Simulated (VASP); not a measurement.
ZnS: single point with PBE

ZnS:

```xyz
8
Lattice="3.8852 0.0000 0.0000 -1.9426 3.3314 0.0000 0.0000 0.0000 12.5902" Properties=species:S:1:pos:R:3 pbc="T T T"
Zn    0.0000    0.0000    0.0006
Zn    0.0000    0.0000    6.2957
Zn    0.0000    2.2209    3.1479
Zn    1.9426    1.1105    9.4430
S     0.0000    0.0000    2.3580
S     0.0000    0.0000    8.6531
S     0.0000    2.2209    5.5099
S     1.9426    1.1105   11.8050
```

This cell differs from its parent crystal: strain +0.0100 x Voigt [1, 0, 0, 0, 0, 0].

```yaml
Program: VASP 6.6.1
Task: single point
Functional: PBE
Potentials_or_basis: VASP PAW PBE potentials, release 64 (Zn, S)
Cutoff: 520 eV
k_mesh: 12 × 12 × 2
Occupations: gaussian, width 0.05 eV
Spin: no spin polarisation
```

* Pressure: -0.5 GPa
* Largest force: 0.059 eV/Å
* Band gap on the k mesh: 2.00 eV

Forces on the atoms (eV/Å):
```
Zn   0.000  0.039 -0.024
Zn   0.000 -0.039 -0.024
Zn   0.000  0.036 -0.024
Zn   0.000 -0.036 -0.024
S    0.000 -0.039  0.023
S    0.000  0.039  0.023
S    0.000  0.054  0.025
S    0.000 -0.054  0.025
```

Stress tensor (GPa, compression positive):
```
-1.19  0.00  0.00
 0.00 -0.23  0.00
 0.00  0.00 -0.11
```

Levels at points of the mesh, in eV from the valence-band top:
```
           k point  band 34  band 35  band 36  band 37  band 38  band 39
(0.00, 0.00, 0.00)    -0.04    -0.03     0.00     2.00     3.09     3.27
(0.50, 0.00, 0.00)    -1.50    -1.05    -0.82     3.30     3.39     3.78
(0.00, 0.50, 0.00)    -1.49    -1.06    -0.87     3.25     3.36     3.68
(0.00, 0.00, 0.50)    -0.17    -0.14    -0.14     2.85     2.85     3.22
(0.50, 0.00, 0.50)    -1.44    -1.03    -1.03     3.70     3.70     4.02
(0.00, 0.50, 0.50)    -1.44    -1.09    -1.09     3.63     3.63     3.94
```

Run time: 14 min on 1 thread of Intel(R) Xeon(R) Platinum 8259CL CPU @ 2.50GHz (Skylake/Cascade Lake) (shared host), peak memory 0.6 GiB.

Caveat: the cell differs from its parent crystal (strain +0.0100 x Voigt [1, 0, 0, 0, 0, 0]). A k mesh can miss the band edges.
